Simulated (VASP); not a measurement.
# B (Pmmm) in VASP: a series of runs

Runs on B. Level: PBE. Tasks: single point.

Everything below comes from runs of VASP 6.6.1. Logs are shortened: lines on timing, memory, paths and dates and some standing lists are left out, and cuts for length are marked.

**1. The cell of the first run**

It takes space group Pmmm (No. 47, orthorhombic). The conventional cell has a = 1.789 Å, b = 1.803 Å, c = 2.808 Å, α = 90.00°, β = 90.00°, γ = 90.00°. Within 2.4 Å of B (site symmetry mmm) lie 4 B at 1.79 to 1.80 Å.

**2. Single point, PBE**

INCAR

```
SYSTEM = B
  ALGO = Normal
  EDIFF = 1E-6
  ENCUT = 500
  GGA = PE
  GGA_COMPAT = .False.
  ISIF = 2
  ISMEAR = 0
  LASPH = .True.
  LCHARG = .False.
  LREAL = .False.
  LWAVE = .False.
  NBANDS = 8
  NELM = 120
  PREC = Accurate
  SIGMA = 0.1
```

KPOINTS

```
k-points
0
Gamma
  10 10 6
  0 0 0
```

POSCAR

```
B
1.0
    1.7888274900      0.0000000000      0.0000000000
    0.0000000000      1.8027056600      0.0000000000
    0.0000000000      0.0000000000      2.8077834600
B
1
Direct
    0.5000000000      0.0000000000      0.5000000000
```

Potentials or basis: VASP PAW PBE potentials, release 64 (B).

Launch:

```console
$ cat potpaw_PBE.64/B/POTCAR > POTCAR
$ mpirun -np 1 vasp_std > vasp.out
```

OUTCAR:

```text
SYSTEM = B
   EDIFF = 1E-6
   ENCUT = 500
   GGA = PE
   ISIF = 2
   ISMEAR = 0
   LASPH = .True.
   LREAL = .False.
   NELM = 120
   PREC = Accurate

 ion  position               nearest neighbor table
   1  0.500  0.000  0.500-

  LATTYP: Found a simple orthorhombic cell.
 ALAT       =     1.7888274900
 B/A-ratio  =     1.0077582495
 C/A-ratio  =     1.5696222669

  Lattice vectors:

 A1 = (   1.7888274900,   0.0000000000,   0.0000000000)
 A2 = (   0.0000000000,   1.8027056600,   0.0000000000)
 A3 = (   0.0000000000,   0.0000000000,   2.8077834600)

Analysis of symmetry for initial positions (statically):
=====================================================================
 Subroutine PRICEL returns:
 Original cell was already a primitive cell.

 Routine SETGRP: Setting up the symmetry group for a
 simple orthorhombic supercell.

 Subroutine GETGRP returns: Found  8 space group operations
 (whereof  8 operations were pure point group operations)
 out of a pool of  8 trial point group operations.

The static configuration has the point symmetry D_2h.

Analysis of symmetry for dynamics (positions and initial velocities):
=====================================================================
 Subroutine PRICEL returns:
 Original cell was already a primitive cell.

 Routine SETGRP: Setting up the symmetry group for a
 simple orthorhombic supercell.

 Subroutine GETGRP returns: Found  8 space group operations
 (whereof  8 operations were pure point group operations)
 out of a pool of  8 trial point group operations.

The dynamic configuration has the point symmetry D_2h.

 Subroutine INISYM returns: Found  8 space group operations
 (whereof  8 operations are pure point group operations),
 and found     1 'primitive' translations

----------------------------------------------------------------------------------------

                                     Primitive cell

  volume of cell :       9.0543

  direct lattice vectors                    reciprocal lattice vectors
     1.788827490  0.000000000  0.000000000     0.559025398  0.000000000  0.000000000
     0.000000000  1.802705660  0.000000000     0.000000000  0.554721729  0.000000000
     0.000000000  0.000000000  2.807783460     0.000000000  0.000000000  0.356152821

  length of vectors
     1.788827490  1.802705660  2.807783460     0.559025398  0.554721729  0.356152821

  position of ions in fractional coordinates (direct lattice)
     0.500000000  0.000000000  0.500000000

  ion indices of the primitive-cell ions
   primitive index   ion index
                 1           1

----------------------------------------------------------------------------------------

 KPOINTS: k-points

Automatic generation of k-mesh.
 Grid dimensions read from file:
 generate k-points for:   10   10    6

 Generating k-lattice:

  Cartesian coordinates                     Fractional coordinates (reciprocal lattice)
     0.055902540  0.000000000  0.000000000     0.100000000  0.000000000  0.000000000
     0.000000000  0.055472173  0.000000000     0.000000000  0.100000000  0.000000000
     0.000000000  0.000000000  0.059358803     0.000000000  0.000000000  0.166666667

  Length of vectors
     0.055902540  0.055472173  0.059358803

  Shift w.r.t. Gamma in fractional coordinates (k-lattice)
     0.000000000  0.000000000  0.000000000

 Subroutine IBZKPT returns following result:
 ===========================================

 Found    144 irreducible k-points:

 Following reciprocal coordinates:
            Coordinates               Weight
  0.000000  0.000000  0.000000      1.000000
  0.100000  0.000000  0.000000      2.000000
  0.200000  0.000000  0.000000      2.000000
  0.300000  0.000000  0.000000      2.000000
  0.400000  0.000000  0.000000      2.000000
  0.500000  0.000000  0.000000      1.000000
[... 16 lines left out ...]
  0.400000  0.300000  0.000000      4.000000
  0.500000  0.300000  0.000000      2.000000
 [... further k-points ...]
   k-points           NKPTS =    144   k-points in BZ     NKDIM =    144   number of bands    NBANDS=      8
   number of dos      NEDOS =    301   number of ions     NIONS =      1
   total plane-waves  NPLWV =   3920
   dimension x,y,z NGX =    14 NGY =   14 NGZ =   20
   dimension x,y,z NGXF=    28 NGYF=   28 NGZF=   40
   ions per type =               1
   NGX,Y,Z   is equivalent  to a cutoff of  13.01, 12.91, 11.84 a.u.
   NGXF,Y,Z  is equivalent  to a cutoff of  26.02, 25.82, 23.68 a.u.
 SYSTEM =  B
   PREC   = accura    normal or accurate (medium, high low for compatibility)
   ISTART =      0    job   : 0-new  1-cont  2-samecut
   ICHARG =      2    charge: 1-file 2-atom 10-const
   ISPIN  =      1    spin polarized calculation?
   LNONCOLLINEAR =      F non collinear calculations
   LSORBIT =      F    spin-orbit coupling
   LASPH  =      T    aspherical Exc in radial PAW
   ENCUT  =  500.0 eV  36.75 Ry    6.06 a.u.   3.26  3.29  5.12*2*pi/ulx,y,z
   NELM   =    120;   NELMIN=  2; NELMDL= -5     # of ELM steps
   EDIFF  = 0.1E-05   stopping-criterion for ELM
   LREAL  =      F    real-space projection
   EDIFFG = 0.1E-04   stopping-criterion for IOM
   NSW    =      0    number of steps for IOM
   IBRION =     -1    ionic relax: 0-MD 1-quasi-New 2-CG
   NFREE  =      0    steps in history (QN), initial steepest desc. (CG)
   ISIF   =      2    stress and relaxation
   ISYM   =      2    0-nonsym 1-usesym 2-fastsym
   POTIM  = 0.5000    time-step for ionic-motion
   TEBEG  =    0.0;   TEEND  =   0.0 temperature during run
   PSTRESS=    0.0 pullay stress
   NELECT =       3.0000    total number of electrons
   NUPDOWN=      -1.0000    fix difference up-down
   EMIN   =  10.00;   EMAX   =-10.00  energy-range for DOS
   EFERMI =   0.00;   METHOD = LEGACY
   ISMEAR =     0;   SIGMA  =   0.10  broadening in eV -4-tet -1-fermi 0-gaus
   EFERMI_NEDOS =   21; number of points for ismear=-14 and -15
   IALGO  =     38    algorithm
   IMIX   =      4    mixing-type and parameters
     AMIX     =   0.40;   BMIX     =  1.00
     AMIX_MAG =   1.60;   BMIX_MAG =  1.00
  volume/ion in A,a.u.               =       9.05        61.10
  Fermi-wavevector in a.u.,A,eV,Ry     =   1.132825  2.140729 17.460264  1.283293
  Thomas-Fermi vector in A             =   2.269527
   LORBIT       =      0    0 simple, 1 ext, 2 COOP (PROOUT), +10 PAW based schemes
   GGA     = PE    functional components
   LHFCALC =     F    Hartree Fock is set to
   AEXX    =    0.0000 exact exchange contribution
   IVDW    =     0    specifies the selected vdW correction
   LEPSILON=     F    determine dielectric tensor
   LRPA    =     F    only Hartree local field effects (RPA)
 non-spin polarized calculation
 Gauss-broadening in eV      SIGMA  =   0.10
  energy-cutoff  :      500.00
  volume of cell :        9.05
 maximum number of plane-waves:       244
 NGX is ok and might be reduce to    14
   NGX =  7   NGY =  7   NGZ = 11

 number of electron       3.0000000 magnetization

 Free energy of the ion-electron system (eV)
  ---------------------------------------------------
  ext. energy  EPLUGINS =         0.00000000
  ---------------------------------------------------
  free energy    TOTEN  =        -5.08474467 eV

  energy without entropy =       -5.08162070  energy(sigma->0) =       -5.08318268

 E-fermi :   4.4874     XC(G=0): -10.8642

 val. band max:        4.4443753902   @ k =   0.3000   0.2000   0.3333
 cond. band min:       4.5247446655   @ k =   0.4000   0.0000   0.3333
 fundamental gap:      0.0803692753
 Fermi energy:         4.4873813336

 k-point     1 :       0.0000    0.0000    0.0000
  band No.  band energies     occupation
      1      -9.5556      2.00000
      2       4.2680      1.99808
      3      12.8235      0.00000
      4      21.2476      0.00000
      5      21.7522      0.00000
      6      33.2072      0.00000
      7      40.7339      0.00000
      8      43.4771      0.00000

 k-point     2 :       0.1000    0.0000    0.0000
  band No.  band energies     occupation
      1      -9.1960      2.00000
      2       4.6791      0.00671
      3      13.0141      0.00000
      4      19.1597      0.00000
      5      21.5598      0.00000
      6      35.8087      0.00000
      7      40.2372      0.00000
      8      40.9953      0.00000

 k-point     3 :       0.2000    0.0000    0.0000
  band No.  band energies     occupation
      1      -8.1264      2.00000
      2       5.8860      0.00000
      3      12.2136      0.00000
      4      16.1719      0.00000
      5      22.4451      0.00000
      6      35.1782      0.00000
      7      36.6508      0.00000
      8      40.1644      0.00000

 k-point     4 :       0.3000    0.0000    0.0000
  band No.  band energies     occupation
      1      -6.3849      2.00000
      2       7.7777      0.00000
      3       8.2170      0.00000
      4      17.2105      0.00000
      5      23.7172      0.00000
      6      29.2232      0.00000
      7      32.1209      0.00000
      8      42.3125      0.00000

 k-point     5 :       0.4000    0.0000    0.0000
  band No.  band energies     occupation
      1      -4.1146      2.00000
      2       4.1416      2.00000
      3       9.9722      0.00000
      4      19.6895      0.00000
      5      24.4604      0.00000
      6      24.9614      0.00000
      7      27.5350      0.00000
      8      43.7989      0.00000

 k-point     6 :       0.5000    0.0000    0.0000
  band No.  band energies     occupation
      1      -2.4303      2.00000
      2       1.8292      2.00000
      3      11.1816      0.00000
      4      22.1296      0.00000
      5      22.3818      0.00000
      6      24.3798      0.00000
      7      25.5118      0.00000
      8      44.4393      0.00000

 k-point     7 :       0.0000    0.1000    0.0000
  band No.  band energies     occupation
      1      -9.2008      2.00000
      2       4.6708      0.00948
      3      12.9974      0.00000
      4      18.7393      0.00000
      5      22.0533      0.00000
      6      35.9409      0.00000
      7      40.0023      0.00000
      8      40.7388      0.00000

 k-point     8 :       0.1000    0.1000    0.0000
  band No.  band energies     occupation
      1      -8.8404      2.00000
      2       5.0809      0.00000
      3      13.2756      0.00000
      4      17.6268      0.00000
      5      21.2007      0.00000
      6      38.1471      0.00000
      7      39.8466      0.00000
      8      39.8599      0.00000

 k-point     9 :       0.2000    0.1000    0.0000
  band No.  band energies     occupation
      1      -7.7688      2.00000
      2       6.2846      0.00000
      3      12.5469      0.00000
      4      15.5216      0.00000
      5      21.4518      0.00000
      6      35.3633      0.00000
      7      37.3470      0.00000
      8      40.8719      0.00000

 k-point    10 :       0.3000    0.1000    0.0000
  band No.  band energies     occupation
      1      -6.0234      2.00000
      2       8.1693      0.00000
      3       8.4203      0.00000
      4      17.0032      0.00000
      5      22.5175      0.00000
      6      29.6071      0.00000
      7      32.9701      0.00000
      8      40.5319      0.00000
[... 78 lines left out ...]
 k-point    18 :       0.5000    0.2000    0.0000
  band No.  band energies     occupation
      1      -0.8314      2.00000
      2       2.6155      2.00000
      3      12.6102      0.00000
      4      19.4526      0.00000
      5      23.2190      0.00000
      6      24.1880      0.00000
      7      28.8039      0.00000
      8      30.3281      0.00000

 k-point    19 :       0.0000    0.3000    0.0000
  band No.  band energies     occupation
      1      -6.4235      2.00000
      2       7.7013      0.00000
      3       7.9682      0.00000
      4      17.1164      0.00000
      5      24.1237      0.00000
      6      28.9578      0.00000
      7      31.8965      0.00000
      8      42.7658      0.00000

 k-point    20 :       0.1000    0.3000    0.0000
  band No.  band energies     occupation
      1      -6.0570      2.00000
      2       8.1012      0.00000
      3       8.1859      0.00000
      4      16.9569      0.00000
      5      22.8190      0.00000
      6      29.3539      0.00000
      7      32.7580      0.00000
      8      40.8615      0.00000

 k-point    21 :       0.2000    0.3000    0.0000
  band No.  band energies     occupation
      1      -4.9707      2.00000
      2       8.5736      0.00000
      3       9.2707      0.00000
      4      16.0004      0.00000
      5      21.3816      0.00000
      6      30.4424      0.00000
      7      33.7006      0.00000
      8      36.5208      0.00000

 k-point    22 :       0.3000    0.3000    0.0000
  band No.  band energies     occupation
      1      -3.2106      2.00000
      2       7.9639      0.00000
      3      11.0833      0.00000
      4      15.0636      0.00000
      5      21.5537      0.00000
      6      30.5659      0.00000
      7      31.1222      0.00000
      8      35.5654      0.00000

 k-point    23 :       0.4000    0.3000    0.0000
  band No.  band energies     occupation
      1      -0.8987      2.00000
      2       5.5741      0.00000
      3      13.1322      0.00000
      4      15.9456      0.00000
      5      21.9373      0.00000
      6      27.8761      0.00000
      7      28.2093      0.00000
      8      32.5647      0.00000

 k-point    24 :       0.5000    0.3000    0.0000
  band No.  band energies     occupation
      1       1.0388      2.00000
      2       3.4373      2.00000
      3      14.2142      0.00000
      4      16.9461      0.00000
      5      21.4822      0.00000
      6      26.4168      0.00000
      7      27.8904      0.00000
      8      30.2396      0.00000

 [... further k-points ...]
[... 5 lines left out ...]
  --------------------------------------------------------------------------------------
  -------------------------------------------------------------------------------------
  Total       -0.6294881      0.1034804     -0.5447670      0.0000000      0.0000000      0.0000000
  in kB     -111.3887199     18.3109943    -96.3972191      0.0000000      0.0000000      0.0000000
  external PRESSURE =     -63.1583149 kB  Pullay stress =       0.0000000 kB

 VOLUME and BASIS-vectors are now :
 -----------------------------------------------------------------------------
  energy-cutoff  :      500.00
  volume of cell :        9.05
      direct lattice vectors                 reciprocal lattice vectors
     1.788827490  0.000000000  0.000000000     0.559025398  0.000000000  0.000000000
     0.000000000  1.802705660  0.000000000     0.000000000  0.554721729  0.000000000
     0.000000000  0.000000000  2.807783460     0.000000000  0.000000000  0.356152821

 POSITION                                       TOTAL-FORCE (eV/Angst)
 -----------------------------------------------------------------------------------
      0.89441      0.00000      1.40389         0.000000      0.000000      0.000000
 -----------------------------------------------------------------------------------
    total drift:                                0.000000     -0.000000     -0.000000

  FREE ENERGIE OF THE ION-ELECTRON SYSTEM (eV)
  ---------------------------------------------------
  free  energy   TOTEN  =        -5.0847446699 eV

  energy  without entropy=       -5.0816206983  energy(sigma->0) =       -5.08318268
```

It took 8 s on 1 thread of Intel Xeon Platinum 8259CL at 2.50GHz (Skylake/Cascade Lake), shared host; peak memory 0.11 GiB.

What came out:

```
Free energy : -5.0847 eV
Pressure    : -6.3 GPa
```

Caveat: the k points lie up to 0.37 Å⁻¹ apart.

**3. Single point, PBE**

This run uses another cell than the first one, of 8.74 Å³/atom, 0.965 times its volume.

INCAR

```
ALGO = Normal
EDIFF = 1E-6
ENCUT = 500
GGA = PE
GGA_COMPAT = False
ISIF = 2
ISMEAR = 0
LASPH = True
LCHARG = True
LELF = True
LREAL = False
LVHAR = True
LWAVE = False
NBANDS = 8
NELM = 120
PREC = Accurate
SIGMA = 0.1
```

KPOINTS

```
k-points
0
Gamma
  10 10 6
```

POSCAR

```
B
1.0
    1.5865060511      0.0000000000      0.0000000000
    0.0000000000      2.3433630856      0.0000000000
    0.0000000000      0.0000000000      2.3511674674
B
1
Direct
    0.5000000000      0.0000000000      0.5000000000
```

Potentials or basis: VASP PAW PBE potentials, release 64 (B).

Launch:

```console
$ cat potpaw_PBE.64/B/POTCAR > POTCAR
$ mpirun -np 1 vasp_std > vasp.out
```

OUTCAR:

```text
EDIFF = 1E-6
   ENCUT = 500
   GGA = PE
   ISIF = 2
   ISMEAR = 0
   LASPH = True
   LREAL = False
   NELM = 120
   PREC = Accurate

 ion  position               nearest neighbor table
   1  0.500  0.000  0.500-

  LATTYP: Found a simple orthorhombic cell.
 ALAT       =     1.5865060511
 B/A-ratio  =     1.4770590279
 C/A-ratio  =     1.4819782539

  Lattice vectors:

 A1 = (   1.5865060511,   0.0000000000,   0.0000000000)
 A2 = (   0.0000000000,   2.3433630856,   0.0000000000)
[... 436 lines left out ...]
  band No.  band energies     occupation
      1       0.2862      2.00000
      2       7.7838      0.00000
      3      14.5191      0.00000
      4      18.5555      0.00000
      5      19.2938      0.00000
      6      32.6435      0.00000
      7      33.4244      0.00000
      8      37.7210      0.00000

 [... further k-points ...]
[... 5 lines left out ...]
  --------------------------------------------------------------------------------------
  -------------------------------------------------------------------------------------
  Total       -0.0001989     -0.0085441      0.0021407     -0.0000000      0.0000000      0.0000000
  in kB       -0.0364609     -1.5660762      0.3923757     -0.0000000      0.0000000      0.0000000
  external PRESSURE =      -0.4033871 kB  Pullay stress =       0.0000000 kB

 VOLUME and BASIS-vectors are now :
 -----------------------------------------------------------------------------
  energy-cutoff  :      500.00
  volume of cell :        8.74
      direct lattice vectors                 reciprocal lattice vectors
     1.586506051  0.000000000  0.000000000     0.630315907  0.000000000  0.000000000
     0.000000000  2.343363086  0.000000000     0.000000000  0.426737114  0.000000000
     0.000000000  0.000000000  2.351167467     0.000000000  0.000000000  0.425320618

 POSITION                                       TOTAL-FORCE (eV/Angst)
 -----------------------------------------------------------------------------------
      0.79325      0.00000      1.17558         0.000000      0.000000      0.000000
 -----------------------------------------------------------------------------------
    total drift:                                0.000000      0.000000      0.000000

  FREE ENERGIE OF THE ION-ELECTRON SYSTEM (eV)
  ---------------------------------------------------
  free  energy   TOTEN  =        -5.6643201949 eV

  energy  without entropy=       -5.6634658879  energy(sigma->0) =       -5.66389304
```

stdout:

```text
POSCAR found type information on POSCAR B
 POSCAR found :  1 types and       1 ions
 scaLAPACK will be used
 LDA part: xc-table for (Slater+PW92), standard interpolation
 POSCAR, INCAR and KPOINTS ok, starting setup
 FFT: planning ... GRIDC
 FFT: planning ... GRID_SOFT
 FFT: planning ... GRID
 WAVECAR not read
 entering main loop
```

Run time: 5.9 s. Hardware: 1 thread of Intel Xeon Platinum 8259CL at 2.50GHz (Skylake/Cascade Lake), shared host; peak memory 0.11 GiB.

Results:

| Property | Result |
| --- | --- |
| Free energy | -5.6643 eV |
| Pressure | 0.0 GPa |

Caveat: the k points lie up to 0.45 Å⁻¹ apart.
